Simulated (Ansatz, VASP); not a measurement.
## Two plane-wave programs on Al2BN3

Contents of INCAR:

```
ALGO = Normal
EDIFF = 1E-7
ENCUT = 520
GGA = PE
ISIF = 2
ISMEAR = 0
LASPH = T
LCHARG = F
LREAL = F
LWAVE = F
NBANDS = 21
NELM = 80
PREC = Accurate
SIGMA = 0.1
```

File KPOINTS:

```
k-points
0
Gamma
  4 4 6
```

The input POSCAR:

```
Al2BN3
1.0
    2.3481778500     -4.0671633400      0.0000000000
    2.3481778500      4.0671633400      0.0000000000
   -1.5654519000      0.0000000000      3.6549266200
Al B N
2 1 3
Direct
    0.6669954500      0.0003287800      0.0009863400
    0.0003287800      0.6669954500      0.0009863400
    0.3336621100      0.3336621100      0.0009863400
    0.3339048700      0.6672382100      0.0017146200
    0.0005715400      0.0005715400      0.0017146200
    0.6672382100      0.3339048700      0.0017146200
```

Input for Ansatz:

```yaml
crystal:
  lattice:
    - [2.34817785, -4.06716334, 0.0]
    - [2.34817785, 4.06716334, 0.0]
    - [-1.5654519, 0.0, 3.65492662]
  atoms:
    - { symbol: Al, position: [0.66699545, 0.00032878, 0.00098634] }
    - { symbol: Al, position: [0.00032878, 0.66699545, 0.00098634] }
    - { symbol: B, position: [0.33366211, 0.33366211, 0.00098634] }
    - { symbol: "N", position: [0.33390487, 0.66723821, 0.00171462] }
    - { symbol: "N", position: [0.00057154, 0.00057154, 0.00171462] }
    - { symbol: "N", position: [0.66723821, 0.33390487, 0.00171462] }
basis:
  ecutwfc: 420
kpoints:
  mp_grid: { grid: [4, 4, 6] }
hamiltonian:
  xc: pbe
scf:
  occupations: { method: gaussian, width: 0.1 }
  lower_state_search: "off"
output:
  forces: true
  stress: true
  eigenvalues: true
```

Alike in both runs: task single point; functional PBE; k mesh 4 × 4 × 6; occupations gaussian, width 0.1 eV; no spin polarisation.

|  | VASP | Ansatz |
| --- | --- | --- |
| version | VASP 6.6.1 | Ansatz 0.2.0 |
| potentials or method | VASP PAW PBE potentials, release 64 (Al, B, N), cutoff 520 eV | scalar-relativistic, plane waves, PAW |
| valence electrons in the cell | 24 | 24 |

Ansatz gave:

```
gap on the k mesh at the Fermi level (eV) : 3.36
least direct gap on the mesh (eV)         : 3.36
rms of the force components (eV/Å)        : 4.822
```

Q: Which values does VASP return?

A: gap on the k mesh at the Fermi level (eV): 3.35; least direct gap on the mesh (eV): 3.35; rms of the force components (eV/Å): 4.877.

Atom by atom the forces differ by 0.056 eV/Å (rms over components). With one functional, cell and mesh, what is left measures potentials, basis and numerics.
